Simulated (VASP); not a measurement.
The system is MgB2.

```
CELL_PARAMETERS angstrom
3.14551 0.00000 0.00000
-1.57275 2.72409 0.00000
0.00000 0.00000 3.59210
ATOMIC_POSITIONS crystal
Mg 0.00000 0.00000 0.00000
B 0.66667 0.33333 0.50000
B 0.33333 0.66667 0.50000
```

This cell differs from its parent crystal: volume scaled by 1.06.

Base run:

| Property | Result |
| --- | --- |
| Program | VASP 6.6.1 |
| Functional | PBEsol |
| Potentials or basis | VASP PAW PBE potentials, release 64 (Mg, B) |
| Cutoff | 520 eV |
| k mesh | 10 × 10 × 8 |
| Occupations | fermi-dirac, width 0.05 eV |
| Spin | no spin polarisation |

Its results: band gap on the k mesh zero (band 4 reaches 5.91 eV, above the bottom of band 5 at 3.52 eV); pressure -10.7 GPa.

Q: The run is repeated on the same cell with these changes: dispersion from none to D3(BJ). What comes out?

A: Band gap on the k mesh zero (band 4 reaches 5.91 eV, above the bottom of band 5 at 3.52 eV); pressure -14.2 GPa.

Dispersion adds attraction, which lowers the pressure at fixed volume and, as a term added to the energy, leaves the levels alone.

Caveats: the PAW data sets were made with another functional, which shifts forces and pressure a little; pairwise dispersion overbinds metals, which lowers pressure and volume (some runs).
